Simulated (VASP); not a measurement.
Write the native input for VASP 6.6.1 that does the following.

* Task: relaxation of cell and atoms
* Functional: PBE
* Potentials or basis: VASP PAW PBE potentials, release 64 (Nb_sv)
* Cutoff: 600 eV
* k mesh: 8 × 8 × 11
* Occupations: fermi-dirac, width 0.05 eV
* Spin: collinear spin
* Starting moments: [1.0, 1.0, 1.0] μB
* Dipole correction: no
* Further INCAR settings: ALGO = Normal; EDIFF = 1e-06; IBRION = 2; EDIFFG = -0.01; NSW = 80; ISIF = 3

The structure of Nb lies in POSCAR:

```
Nb
1.0
    4.6658771090      0.0000000000      0.0000000000
   -2.3329385545      4.0407681073      0.0000000000
    0.0000000000      0.0000000000      2.8601826678
Nb
3
Direct
    0.0000000000      0.0000000000      0.0000000000
    0.3333333333      0.6666666667      0.5000000000
    0.6666666667      0.3333333333      0.5000000000
```

This isn't the form of Nb at room conditions, which is bcc.

These files were run (other wordings do the same):

INCAR

```
ALGO = Normal
EDIFF = 1E-6
EDIFFG = -0.01
ENCUT = 600
GGA = PE
IBRION = 2
ISIF = 3
ISMEAR = -1
ISPIN = 2
LASPH = True
LCHARG = False
LMAXMIX = 4
LORBIT = 11
LREAL = False
LWAVE = False
MAGMOM = 1 1 1
NELM = 150
NSW = 80
PREC = Accurate
SIGMA = 0.05
```

KPOINTS

```
k-points
0
Gamma
  8 8 11
```

Potentials or basis: VASP PAW PBE potentials, release 64 (Nb_sv).

Launch:

```console
$ cat potpaw_PBE.64/Nb_sv/POTCAR > POTCAR
$ mpirun -np 1 vasp_std > vasp.out
```

Results of the run:

| Quantity | Value |
| --- | --- |
| Relaxed volume | 18.44 Å³/atom |
| Relaxed cell | a = 4.876 Å, b = 4.876 Å, c = 2.686 Å, α = 90.00°, β = 90.00°, γ = 120.00° |
| Space group after relaxing (to 0.1 Å) | P6/mmm (No. 191) |
| Energy gained by relaxing | 109.9 meV/atom |
| Ionic steps | 8 |
| Pressure after relaxing | 0.0 GPa |
| Net moment | 0.00 μB per cell |
| Valence electrons inside the program's atomic spheres | Nb 10.66, 10.74 (each value once) |

Wall time 43 min on 1 thread of Oxide Virtual Turin-like Processor (shared host), peak memory 0.28 GiB.
